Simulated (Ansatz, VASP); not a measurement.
One calculation of ZnS, two programs

```
Zn S
1.0
     3.84549    0.00000    0.00000
    -1.92275    3.33029    0.00000
     0.00000    0.00000    6.36839
Zn S
2 2
Direct
  0.33333 0.66667 0.00522
  0.66667 0.33333 0.50522
  0.33333 0.66667 0.37978
  0.66667 0.33333 0.87978
```

Change from the starting cell: strain +0.0100 x Voigt [0, 0, 1, 0, 0, 0], atoms carried along.

Alike in both runs: task single point; functional PBE; k mesh 12 × 12 × 4; occupations gaussian, width 0.05 eV; no spin polarisation.

|  | VASP | Ansatz |
| --- | --- | --- |
| version | VASP 6.6.1 | Ansatz 0.2.0 |
| potentials or method | VASP PAW PBE potentials, release 64 (Zn, S), cutoff 520 eV | scalar-relativistic, plane waves, PAW |
| valence electrons in the cell | 36 | 36 |

|  | VASP | Ansatz | Ansatz less VASP |
| --- | --- | --- | --- |
| gap on the k mesh at the Fermi level (eV) | 2.02 | 2.01 | -0.003 |
| least direct gap on the mesh (eV) | 2.02 | 2.01 | -0.003 |
| pressure (GPa) | -0.5 | -0.7 | -0.13 |
| traceless stress, the component that is largest in VASP (GPa) | -0.83 | -0.82 | +0.006 |
| rms of the force components (eV/Å) | 0.028 | 0.028 | -0.0009 |

Atom by atom the forces differ by 0.001 eV/Å (rms over components).
